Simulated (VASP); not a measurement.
# RbPd4N3 (Amm2) in VASP: relaxation of cell and atoms with PBE

Aim: the relaxation of cell and atoms of RbPd4N3 with PBE.

Everything below comes from runs of VASP 6.6.1. Logs are shortened: lines on timing, memory, paths and dates and some standing lists are left out, and cuts for length are marked.

## 1. The cell of the first run

It takes space group Amm2 (No. 38, orthorhombic). The conventional cell has a = 7.910 Å, b = 7.116 Å, c = 5.271 Å, α = 90.00°, β = 90.00°, γ = 90.00°. Within 3.1 Å of Rb (site symmetry mm2) lie 2 N at 2.32 Å. Pd (site symmetry 1) has 2 N at 2.07 to 2.23 Å and 3 Pd at 2.23 to 2.65 Å within 2.7 Å. N (site symmetry m) has 2 Pd at 2.07 Å and 1 Rb at 2.32 Å within 2.7 Å. Within 3.1 Å of N (site symmetry mm2) lie 8 Pd at 2.23 to 3.02 Å.

The cell was generated, and may not be a known phase.

## 2. Relaxation of cell and atoms, PBE

File INCAR:

```
ALGO = Normal ; EDIFF = 1E-7
EDIFFG = -0.08 ; ENCUT = 700
GGA = PE ; GGA_COMPAT = False
IBRION = 2 ; ISIF = 3
ISMEAR = 0 ; LASPH = True
LCHARG = False ; LREAL = False
LWAVE = False ; NELM = 120
NELMIN = 4 ; NSW = 36
PREC = Accurate ; SIGMA = 0.15
```

File KPOINTS:

```
k-points
0
Gamma
  2 3 3
```

File POSCAR:

```
RbPd4N3
1.0
    7.9099377500      0.0000000000      0.0000000000
    0.0000000000      3.5577522600      2.6353271300
    0.0000000000     -3.5577522600      2.6353271300
Rb Pd N
1 4 3
Direct
    0.5000000000      0.5250711400      0.5250711400
    0.8589017000      0.3585314500      0.8924813600
    0.1410983000      0.8924813600      0.3585314500
    0.8589017000      0.8924813600      0.3585314500
    0.1410983000      0.3585314500      0.8924813600
    0.7209820400      0.2348506800      0.2348506800
    0.2790179600      0.2348506800      0.2348506800
    0.0000000000      0.6949001400      0.6949001400
```

Potentials or basis: VASP PAW PBE potentials, release 64 (Rb_sv, Pd_sv_GW, N).

Launch:

```console
$ cat potpaw_PBE.64/Rb_sv/POTCAR potpaw_PBE.64/Pd_sv_GW/POTCAR potpaw_PBE.64/N/POTCAR > POTCAR
$ mpirun -np 1 vasp_std > vasp.out
```

OUTCAR:

```text
EDIFF = 1E-7
   EDIFFG = -0.08
   ENCUT = 700
   GGA = PE
   IBRION = 2
   ISIF = 3
   ISMEAR = 0
   LASPH = True
   LREAL = False
   NELM = 120
   NELMIN = 4
   NSW = 36
   PREC = Accurate

 ion  position               nearest neighbor table
   1  0.500  0.525  0.525-   6 2.32   7 2.32   4 3.46   5 3.46   2 3.46   3 3.46   2 3.90   5 3.90
                             3 3.90   4 3.90
   2  0.859  0.359  0.892-   6 2.07   5 2.23   4 2.65   4 2.65   1 3.46   1 3.90
   3  0.141  0.892  0.359-   7 2.07   4 2.23   5 2.65   5 2.65   1 3.46   1 3.90
   4  0.859  0.892  0.359-   6 2.07   3 2.23   2 2.65   2 2.65   1 3.46   1 3.90
   5  0.141  0.359  0.892-   7 2.07   2 2.23   3 2.65   3 2.65   1 3.46   1 3.90
   6  0.721  0.235  0.235-   2 2.07   4 2.07   1 2.32
   7  0.279  0.235  0.235-   3 2.07   5 2.07   1 2.32
   8  0.000  0.695  0.695-

  LATTYP: Found a base centered orthorhombic cell.
 ALAT       =     5.2706542600
 B/A-ratio  =     1.3500230083
 C/A-ratio  =     1.5007506393

  Lattice vectors:

 A1 = (   0.0000000000,   3.5577522600,   2.6353271300)
 A2 = (   0.0000000000,  -3.5577522600,   2.6353271300)
 A3 = (   7.9099377500,   0.0000000000,   0.0000000000)

Analysis of symmetry for initial positions (statically):
=====================================================================
 Subroutine PRICEL returns:
 Original cell was already a primitive cell.

 Routine SETGRP: Setting up the symmetry group for a
 base centered orthorhombic supercell.

 Subroutine GETGRP returns: Found  4 space group operations
 (whereof  4 operations were pure point group operations)
 out of a pool of  8 trial point group operations.

The static configuration has the point symmetry C_2v.

Analysis of symmetry for dynamics (positions and initial velocities):
=====================================================================
 Subroutine PRICEL returns:
 Original cell was already a primitive cell.

 Routine SETGRP: Setting up the symmetry group for a
 base centered orthorhombic supercell.

 Subroutine GETGRP returns: Found  4 space group operations
 (whereof  4 operations were pure point group operations)
 out of a pool of  8 trial point group operations.

The dynamic configuration has the point symmetry C_2v.

 Subroutine INISYM returns: Found  4 space group operations
 (whereof  4 operations are pure point group operations),
 and found     1 'primitive' translations

----------------------------------------------------------------------------------------

                                     Primitive cell

  volume of cell :     148.3246

  direct lattice vectors                    reciprocal lattice vectors
     7.909937750  0.000000000  0.000000000     0.126423245  0.000000000  0.000000000
     0.000000000  3.557752260  2.635327130     0.000000000  0.140538172  0.189729766
     0.000000000 -3.557752260  2.635327130     0.000000000 -0.140538172  0.189729766

  length of vectors
     7.909937750  4.427476733  4.427476733     0.126423245  0.236110910  0.236110910

  position of ions in fractional coordinates (direct lattice)
     0.500000000  0.525071140  0.525071140
     0.858901700  0.358531450  0.892481360
     0.141098300  0.892481360  0.358531450
     0.858901700  0.892481360  0.358531450
     0.141098300  0.358531450  0.892481360
     0.720982040  0.234850680  0.234850680
     0.279017960  0.234850680  0.234850680
     0.000000000  0.694900140  0.694900140

  ion indices of the primitive-cell ions
   primitive index   ion index
                 1           1
                 2           2
                 3           3
                 4           4
                 5           5
                 6           6
                 7           7
                 8           8

----------------------------------------------------------------------------------------

 KPOINTS: k-points

Automatic generation of k-mesh.
 Grid dimensions read from file:
 generate k-points for:    2    3    3

 Generating k-lattice:

  Cartesian coordinates                     Fractional coordinates (reciprocal lattice)
     0.063211623  0.000000000  0.000000000     0.500000000  0.000000000  0.000000000
     0.000000000  0.046846057  0.063243255     0.000000000  0.333333333  0.000000000
     0.000000000 -0.046846057  0.063243255     0.000000000  0.000000000  0.333333333

  Length of vectors
     0.063211623  0.078703637  0.078703637

  Shift w.r.t. Gamma in fractional coordinates (k-lattice)
     0.000000000  0.000000000  0.000000000

 Subroutine IBZKPT returns following result:
 ===========================================

 Found      8 irreducible k-points:

 Following reciprocal coordinates:
            Coordinates               Weight
  0.000000  0.000000  0.000000      1.000000
  0.500000  0.000000  0.000000      1.000000
  0.000000  0.333333 -0.000000      4.000000
  0.500000  0.333333 -0.000000      4.000000
  0.000000  0.333333  0.333333      2.000000
  0.500000  0.333333  0.333333      2.000000
  0.000000 -0.333333  0.333333      2.000000
  0.500000 -0.333333  0.333333      2.000000
   k-points           NKPTS =      8   k-points in BZ     NKDIM =      8   number of bands    NBANDS=     57
   number of dos      NEDOS =    301   number of ions     NIONS =      8
   total plane-waves  NPLWV = 112000
   dimension x,y,z NGX =    70 NGY =   40 NGZ =   40
   dimension x,y,z NGXF=   140 NGYF=   80 NGZF=   80
   ions per type =               1   4   3
   NGX,Y,Z   is equivalent  to a cutoff of  14.71, 15.02, 15.02 a.u.
   NGXF,Y,Z  is equivalent  to a cutoff of  29.42, 30.04, 30.04 a.u.
 SYSTEM =  unknown system
   PREC   = accura    normal or accurate (medium, high low for compatibility)
   ISTART =      0    job   : 0-new  1-cont  2-samecut
   ICHARG =      2    charge: 1-file 2-atom 10-const
   ISPIN  =      1    spin polarized calculation?
   LNONCOLLINEAR =      F non collinear calculations
   LSORBIT =      F    spin-orbit coupling
   LASPH  =      T    aspherical Exc in radial PAW
   ENCUT  =  700.0 eV  51.45 Ry    7.17 a.u.  17.06  9.55  9.55*2*pi/ulx,y,z
   NELM   =    120;   NELMIN=  4; NELMDL= -5     # of ELM steps
   EDIFF  = 0.1E-06   stopping-criterion for ELM
   LREAL  =      F    real-space projection
   EDIFFG = -.8E-01   stopping-criterion for IOM
   NSW    =     36    number of steps for IOM
   IBRION =      2    ionic relax: 0-MD 1-quasi-New 2-CG
   NFREE  =      1    steps in history (QN), initial steepest desc. (CG)
   ISIF   =      3    stress and relaxation
   ISYM   =      2    0-nonsym 1-usesym 2-fastsym
   POTIM  = 0.5000    time-step for ionic-motion
   TEBEG  =    0.0;   TEEND  =   0.0 temperature during run
   PSTRESS=    0.0 pullay stress
   NELECT =      96.0000    total number of electrons
   NUPDOWN=      -1.0000    fix difference up-down
   EMIN   =  10.00;   EMAX   =-10.00  energy-range for DOS
   EFERMI =   0.00;   METHOD = LEGACY
   ISMEAR =     0;   SIGMA  =   0.15  broadening in eV -4-tet -1-fermi 0-gaus
   EFERMI_NEDOS =   21; number of points for ismear=-14 and -15
   IALGO  =     38    algorithm
   IMIX   =      4    mixing-type and parameters
     AMIX     =   0.40;   BMIX     =  1.00
     AMIX_MAG =   1.60;   BMIX_MAG =  1.00
  volume/ion in A,a.u.               =      18.54       125.12
  Fermi-wavevector in a.u.,A,eV,Ry     =   1.416101  2.676042 27.284324  2.005341
  Thomas-Fermi vector in A             =   2.537470
   LORBIT       =      0    0 simple, 1 ext, 2 COOP (PROOUT), +10 PAW based schemes
   GGA     = PE    functional components
   LHFCALC =     F    Hartree Fock is set to
   AEXX    =    0.0000 exact exchange contribution
   IVDW    =     0    specifies the selected vdW correction
   LEPSILON=     F    determine dielectric tensor
   LRPA    =     F    only Hartree local field effects (RPA)
 conjugate gradient relaxation of ions
 non-spin polarized calculation
 Gauss-broadening in eV      SIGMA  =   0.15
  energy-cutoff  :      700.00
  volume of cell :      148.32
 maximum number of plane-waves:      6258
 NGX is ok and might be reduce to    70
   NGX = 35   NGY = 19   NGZ = 19

--------------------------------------- Ionic step        1  -------------------------------------------

 number of electron      96.0000000 magnetization

 Free energy of the ion-electron system (eV)
  ---------------------------------------------------
  ext. energy  EPLUGINS =         0.00000000
  ---------------------------------------------------
  free energy    TOTEN  =       -30.53829580 eV

  energy without entropy =      -30.44500357  energy(sigma->0) =      -30.49164969

------------------------ aborting loop because EDIFF is reached ----------------------------------------

  FORCE on cell =-STRESS in cart. coord.  units (eV):
  Direction    XX          YY          ZZ          XY          YZ          ZX
  --------------------------------------------------------------------------------------
  -------------------------------------------------------------------------------------
  Total       23.4793574    -19.7517589      4.5395042      0.0000000      0.0000000      0.0000000
  in kB      253.6199966   -213.3551158     49.0349465      0.0000000      0.0000000      0.0000000
  external PRESSURE =      29.7666091 kB  Pullay stress =       0.0000000 kB
[... 107 lines left out ...]
  FREE ENERGIE OF THE ION-ELECTRON SYSTEM (eV)
  ---------------------------------------------------
  free  energy   TOTEN  =       -33.9942135457 eV

  energy  without entropy=      -33.8856288343  energy(sigma->0) =      -33.93992119

 E-fermi :   3.5983     XC(G=0):  -9.9904

 val. band max:        3.5777298467   @ k =   0.0000   0.3333   0.3333
 cond. band min:       3.6446482578   @ k =   0.0000   0.0000   0.0000
 fundamental gap:      0.0669184112
 Fermi energy:         3.5982742113

 k-point     1 :       0.0000    0.0000    0.0000
  band No.  band energies     occupation
      1     -81.3193      2.00000
      2     -81.3139      2.00000
      3     -81.2941      2.00000
      4     -81.2888      2.00000
      5     -47.6203      2.00000
      6     -47.5863      2.00000
[... 469 lines left out ...]
     56       9.0903      0.00000
     57       9.1409      0.00000

[... ionic steps 4 to 25 ...]

--------------------------------------- Ionic step       26  -------------------------------------------

 number of electron      95.9999984 magnetization

------------------------ aborting loop because EDIFF is reached ----------------------------------------

  FORCE on cell =-STRESS in cart. coord.  units (eV):
  Direction    XX          YY          ZZ          XY          YZ          ZX
  --------------------------------------------------------------------------------------
  -------------------------------------------------------------------------------------
  Total       -0.1939345     -1.0684572     -0.1138838      0.0000000      0.0000000      0.0000000
  in kB       -2.1100474    -11.6250332     -1.2390787      0.0000000      0.0000000      0.0000000
  external PRESSURE =      -4.9913864 kB  Pullay stress =       0.0000000 kB
[... 69 lines left out ...]
  energy  without entropy=      -36.1013788659  energy(sigma->0) =      -36.11465116

--------------------------------------- Ionic step       28  -------------------------------------------

 number of electron      95.9999982 magnetization

 Free energy of the ion-electron system (eV)
  ---------------------------------------------------
  ext. energy  EPLUGINS =         0.00000000
  ---------------------------------------------------
  free energy    TOTEN  =       -36.12917911 eV

  energy without entropy =      -36.10360439  energy(sigma->0) =      -36.11639175

 E-fermi :   3.7901     XC(G=0): -10.2057

 val. band max:        3.6527692602   @ k =   0.5000  -0.3333   0.3333
 cond. band min:       3.9057886006   @ k =   0.0000   0.0000   0.0000
 fundamental gap:      0.2530193404
 Fermi energy:         3.7900819190

 k-point     1 :       0.0000    0.0000    0.0000
  band No.  band energies     occupation
      1     -81.1793      2.00000
      2     -81.1758      2.00000
      3     -81.1503      2.00000
      4     -81.1469      2.00000
      5     -47.4873      2.00000
      6     -47.4606      2.00000
[... 504 lines left out ...]
  FREE ENERGIE OF THE ION-ELECTRON SYSTEM (eV)
  ---------------------------------------------------
  free  energy   TOTEN  =       -36.1291791085 eV

  energy  without entropy=      -36.1036043896  energy(sigma->0) =      -36.11639175

 reached required accuracy - stopping structural energy minimisation
```

It took 42 min on 1 thread of Intel Xeon Platinum 8559C (Emerald Rapids), shared host; peak memory 0.4 GiB.

Results:

- Free energy: -36.1292 eV
- Relaxed volume: 18.30 Å³/atom
- Relaxed cell: a = 9.166 Å, b = 3.997 Å, c = 3.997 Å, α = 90.84°, β = 90.00°, γ = 90.00°
- Space group after relaxing (to 0.1 Å): Amm2 (No. 38)
- Energy gained by relaxing: 698.9 meV/atom
- Ionic steps: 28
- Pressure after relaxing: 0.1 GPa
- Largest force after relaxing: 0.046 eV/Å
- Band gap on the k mesh: 0.25 eV (least direct gap 0.29 eV)

Forces in eV/Å, atoms in the order of the input:
```
Rb   0.000  0.000 -0.022
Pd   0.019  0.028 -0.003
Pd  -0.019 -0.028 -0.003
Pd   0.019 -0.028 -0.003
Pd  -0.019  0.028 -0.003
N    0.042  0.000 -0.007
N   -0.042  0.000 -0.007
N    0.000  0.000  0.046
```

Stress tensor (GPa, compression positive):
```
 0.21  0.00  0.00
 0.00 -0.05  0.00
 0.00  0.00  0.02
```

Step by step:
```csv
step,energy change (eV),largest force (eV/Å),pressure (GPa),volume (Å³)
1,0.0000,5.2934,2.98,148.32
2,-1.5771,7.2899,10.46,153.24
3,-3.4559,1.6102,-1.21,151.69
4,-4.2078,1.5855,0.30,149.15
5,-4.8384,1.9769,11.37,140.64
6,-4.9452,1.5818,6.76,143.49
7,-5.3088,1.1995,2.01,147.95
8,-5.3720,1.2700,-0.30,150.76
9,-5.4951,0.6023,-0.80,152.11
10,-5.5118,0.3375,-0.92,152.77
11,-5.5118,0.3254,-0.93,152.81
12,-5.5229,0.2128,0.04,151.59
13,-5.5233,0.2671,0.30,151.29
14,-5.5284,0.2394,0.12,151.25
15,-5.5365,0.1844,-0.39,151.15
16,-5.5419,0.1543,-0.31,150.78
17,-5.5537,0.1254,-0.04,149.65
18,-5.5563,0.3747,0.56,147.41
19,-5.5587,0.2512,0.30,148.33
20,-5.5630,0.2113,0.33,148.09
21,-5.5716,0.1284,0.40,147.37
22,-5.5707,0.2626,0.58,145.93
23,-5.5742,0.1610,0.48,146.70
24,-5.5790,0.1378,-0.04,147.06
25,-5.5805,0.1179,-0.61,147.47
26,-5.5846,0.0958,-0.50,147.26
27,-5.5896,0.1100,-0.16,146.62
28,-5.5909,0.0458,0.06,146.40
```

Final structure:
```
CELL_PARAMETERS angstrom
9.16553 0.00000 0.00000
0.00000 2.84676 2.80541
0.00000 -2.84676 2.80541
ATOMIC_POSITIONS crystal
Rb 0.50000 0.56959 0.56959
Pd 0.83868 0.42478 0.89721
Pd 0.16132 0.89721 0.42478
Pd 0.83868 0.89721 0.42478
Pd 0.16132 0.42478 0.89721
N 0.71917 0.15887 0.15887
N 0.28083 0.15887 0.15887
N 0.00000 0.66039 0.66039
```

Caveat: the k points lie up to 0.52 Å⁻¹ apart in the final cell; a cell axis changed by over 15 % at a fixed basis, so the end point is rough; the relaxation stopped at a loose force limit of 0.08 eV/Å, so its end isn't a converged minimum.
